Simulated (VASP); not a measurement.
Set up this calculation in VASP 6.6.1, as the native input.

| Quantity | Value |
| --- | --- |
| Task | single point |
| Functional | r2SCAN |
| Potentials or basis | VASP PAW PBE potentials, release 64 (V_sv, N) |
| Cutoff | 520 eV |
| k mesh | 12 × 12 × 12 |
| Occupations | gaussian, width 0.1 eV |
| Spin | no spin polarisation |
| Dipole correction | no |
| Further INCAR settings | ALGO = Normal; EDIFF = 1e-06; NBANDS = 32 |

The system is VN2.

```
V N
1.0
    -2.10564    2.10564    2.39991
     2.10564   -2.10564    2.39991
     2.10564    2.10564   -2.39991
V N
2 4
Direct
  0.25000 0.25000 0.00000
  0.75000 0.75000 0.00000
  0.11537 0.61537 0.73073
  0.61537 0.88463 0.50000
  0.88463 0.38463 0.26927
  0.38463 0.11537 0.50000
```

The input as run:

POSCAR

```
VN2
1.0
   -2.1056399782      2.1056399782      2.3999081224
    2.1056399782     -2.1056399782      2.3999081224
    2.1056399782      2.1056399782     -2.3999081224
V N
2 4
Direct
    0.2500000000      0.2500000000      0.0000000000
    0.7500000000      0.7500000000      0.0000000000
    0.1153652889      0.6153652889      0.7307305779
    0.6153652889      0.8846347111      0.5000000000
    0.8846347111      0.3846347111      0.2692694221
    0.3846347111      0.1153652889      0.5000000000
```

INCAR.step1

```
  PREC = Accurate
  ENCUT = 520
  ISMEAR = 0
  SIGMA = 0.1
  LREAL = False
  LASPH = True
  NELM = 60
  NBANDS = 32
  GGA = PE
  ALGO = Normal
  EDIFF = 1E-4
  LWAVE = True
  LCHARG = False
```

INCAR.step2

```
  PREC = Accurate
  ENCUT = 520
  EDIFF = 1E-6
  ISMEAR = 0
  SIGMA = 0.1
  LREAL = False
  LASPH = True
  NELM = 60
  ALGO = Normal
  ISIF = 2
  LWAVE = False
  LCHARG = True
  METAGGA = R2SCAN
  LMIXTAU = True
  LELF = True
  LVHAR = True
  NBANDS = 32
  ISTART = 1
```

KPOINTS

```
regular mesh
0
Gamma
  12 12 12
```

Potentials or basis: VASP PAW PBE potentials, release 64 (V_sv, N).

Run with:

```sh
$ cat potpaw_PBE.64/V_sv/POTCAR potpaw_PBE.64/N/POTCAR > POTCAR
$ cp INCAR.step1 INCAR
$ mpirun -np 1 vasp_std > vasp.out
$ cp INCAR.step2 INCAR
$ mpirun -np 1 vasp_std > vasp.out
```

Results of the run:

| Item | Value |
| --- | --- |
| Pressure | 26.2 GPa |
| Largest force | 0.073 eV/Å |
| Band gap on the k mesh | zero (bands 23 and 24 overlap by 0.49 eV) |

Caveat: the cell stands under pressure; the PAW data sets were made with another functional, which shifts forces and pressure a little; the run has no spin polarisation, though such a crystal can be magnetic.

It took 11 min on 1 thread of Intel Xeon 8259CL, with other jobs on the host, peak memory 0.3 GiB.
